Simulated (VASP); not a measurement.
## Ru: single point with PBEsol

Crystal: Ru.

```xyz
2
Lattice="2.8027 0.0000 0.0000 -1.4014 2.4272 0.0000 0.0000 0.0000 3.7421" Properties=species:S:1:pos:R:3 pbc="T T T"
Ru    0.0000    1.6181    0.9355
Ru    1.4014    0.8091    2.8066
```

```json
{
  "Program": "VASP 6.6.1",
  "Task": "single point",
  "Functional": "PBEsol",
  "Potentials or basis": "VASP PAW PBE potentials, release 64 (Ru_pv)",
  "Cutoff": "520 eV",
  "k mesh": "18 × 18 × 10",
  "Occupations": "gaussian, width 0.15 eV",
  "Spin": "no spin polarisation",
  "Dipole correction": "no",
  "Further INCAR settings": "ALGO = Fast; EDIFF = 1e-06; NBANDS = 21"
}
```

```json
{"Pressure": "31.3 GPa", "Band gap on the k mesh": "zero (band 14 reaches 15.58 eV, above the bottom of band 15 at 12.58 eV)"}
```

Stress tensor (GPa, compression positive):
```
 6.58  0.00  0.00
 0.00  6.58  0.00
 0.00  0.00 80.89
```

Levels at points of the mesh, in eV from the Fermi level:
| k point | band 12 | band 13 | band 14 | band 15 | band 16 | band 17 |
| --- | --- | --- | --- | --- | --- | --- |
| (0.00, 0.00, 0.00) | -2.98 | -2.01 | -2.01 | -1.07 | 1.23 | 1.23 |
| (0.50, 0.00, 0.00) | -1.23 | -0.68 | 0.34 | 1.37 | 2.85 | 3.68 |
| (0.00, 0.00, 0.50) | -4.03 | -1.93 | -1.93 | 0.99 | 0.99 | 0.99 |
| (0.50, 0.00, 0.50) | -1.98 | 0.22 | 0.22 | 1.08 | 1.08 | 3.18 |

Wall time 36 s on 1 thread of Intel(R) Xeon(R) 6975P-C (Granite Rapids) (shared host), peak memory 0.21 GiB.

Caveat: the PAW data sets were made with another functional, which shifts forces and pressure a little.
